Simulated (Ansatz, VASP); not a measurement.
# Al5Cu in VASP and in Ansatz

INCAR

```
PREC = Accurate
ENCUT = 600
EDIFF = 1E-6
ISMEAR = 0
SIGMA = 0.1
LREAL = F
LASPH = T
NELM = 100
ALGO = Normal
ISIF = 3
LWAVE = F
LCHARG = F
GGA = PE
IBRION = 2
NSW = 90
EDIFFG = -0.04
```

Contents of KPOINTS:

```
regular mesh
0
Gamma
  6 6 2
```

POSCAR

```
Al5Cu
1.0
    2.7772001600      0.0000000000      0.0000000000
    0.0000000000      2.7772001600      0.0000000000
    0.0000000000      0.0000000000     11.7826624100
Al Cu
5 1
Direct
    0.0000000000      0.0000000000      0.8333333300
    0.5000000000      0.5000000000      0.0000000000
    0.0000000000      0.0000000000      0.1666666700
    0.5000000000      0.5000000000      0.3333333300
    0.5000000000      0.5000000000      0.6666666700
    0.0000000000      0.0000000000      0.5000000000
```

Input for Ansatz:

```yaml
crystal:
  lattice:
    - [2.77720016, 0.0, 0.0]
    - [0.0, 2.77720016, 0.0]
    - [0.0, 0.0, 11.78266241]
  atoms:
    - { symbol: Al, position: [0.0, 0.0, 0.83333333] }
    - { symbol: Al, position: [0.5, 0.5, 0.0] }
    - { symbol: Al, position: [0.0, 0.0, 0.16666667] }
    - { symbol: Al, position: [0.5, 0.5, 0.33333333] }
    - { symbol: Al, position: [0.5, 0.5, 0.66666667] }
    - { symbol: Cu, position: [0.0, 0.0, 0.5] }
basis:
  ecutwfc: 420
kpoints:
  mp_grid: { grid: [6, 6, 2] }
hamiltonian:
  xc: pbe
scf:
  occupations: { method: gaussian, width: 0.1 }
  lower_state_search: "off"
output:
  forces: true
  stress: true
  eigenvalues: true
relax:
  adjacent_minimum: "off"
  f_tol: 0.04
  max_steps: 70
  cell: { stress_tol: 0.4 }
```

Alike in both runs: task relaxation of cell and atoms; functional PBE; k mesh 6 × 6 × 2; occupations gaussian, width 0.1 eV; no spin polarisation.

|  | VASP | Ansatz |
| --- | --- | --- |
| version | VASP 6.6.1 | Ansatz 0.2.0 |
| potentials or method | VASP PAW PBE potentials, release 64 (Al, Cu), cutoff 600 eV | scalar-relativistic, plane waves, PAW |
| valence electrons in the cell | 26 | 34 |

```tsv
	VASP	Ansatz	Ansatz less VASP
gap on the k mesh at the Fermi level, each at its own relaxed structure (eV)	none	none	-
relaxed volume (Å³/atom)	15.53	15.50	-0.030
relaxed length of the cell vector where the two differ most in proportion (Å)	2.861	2.858	-0.0025
```

A gap of «none» marks a metal or a gap that the smearing closes. VASP's potentials hold 26 valence electrons a cell and Ansatz's 34, so a difference there can come from the potentials and not from the codes.

The k mesh is coarse, so the values compare programs but aren't converged. Noted on VASP's run: too few bands were computed for a metal, which touches its energy and stress.
